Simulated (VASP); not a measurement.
Set up this calculation in VASP 6.6.1, as the native input.

```yaml
Task: single point
Functional: PBEsol
Potentials_or_basis: VASP PAW PBE potentials, release 64 (Al, Cu_sv_GW)
Cutoff: 700 eV
k_mesh: 14 × 14 × 14
Occupations: gaussian, width 0.1 eV
Spin: no spin polarisation
Dipole_correction: no
Second_run: valence_matched
Further_INCAR_settings: ALGO = Normal; EDIFF = 1e-06; NBANDS = 18
```

The structure of AlCu lies in POSCAR:

```
AlCu
1.0
    3.1414194071      0.0000000000      0.0000000000
    0.0000000000      3.1414194071      0.0000000000
    0.0000000000      0.0000000000      3.1414194071
Al Cu
1 1
Direct
    0.0000000000      0.0000000000      0.0000000000
    0.5000000000      0.5000000000      0.5000000000
```

This cell differs from its parent crystal: strained.

The input as run:

INCAR

```
PREC = Accurate
ENCUT = 700
EDIFF = 1E-6
ISMEAR = 0
SIGMA = 0.1
LREAL = F
LASPH = T
NELM = 120
ALGO = Normal
ISIF = 2
LWAVE = F
LCHARG = T
GGA = PS
LELF = T
LVHAR = T
NBANDS = 18
GGA_COMPAT = F
```

KPOINTS

```
Automatic mesh
0
Gamma
  14 14 14
```

Potentials or basis: VASP PAW PBE potentials, release 64 (Al, Cu_sv_GW).

Run with:

```console
$ cat potpaw_PBE.64/Al/POTCAR potpaw_PBE.64/Cu_sv_GW/POTCAR > POTCAR
$ mpirun -np 1 vasp_std > vasp.out
```

Results of the run:

```json
{
 "Pressure": "-16.8 GPa",
 "Band gap on the k mesh": "zero (band 11 reaches 10.82 eV, above the bottom of band 12 at 6.51 eV)"
}
```

Caveat: the cell differs from its parent crystal (strained); the PAW data sets were made with another functional, which shifts forces and pressure a little.

Wall time 93 s on 1 thread of Intel(R) Xeon(R) Platinum 8259CL CPU @ 2.50GHz (Skylake/Cascade Lake) (shared host), peak memory 0.26 GiB.
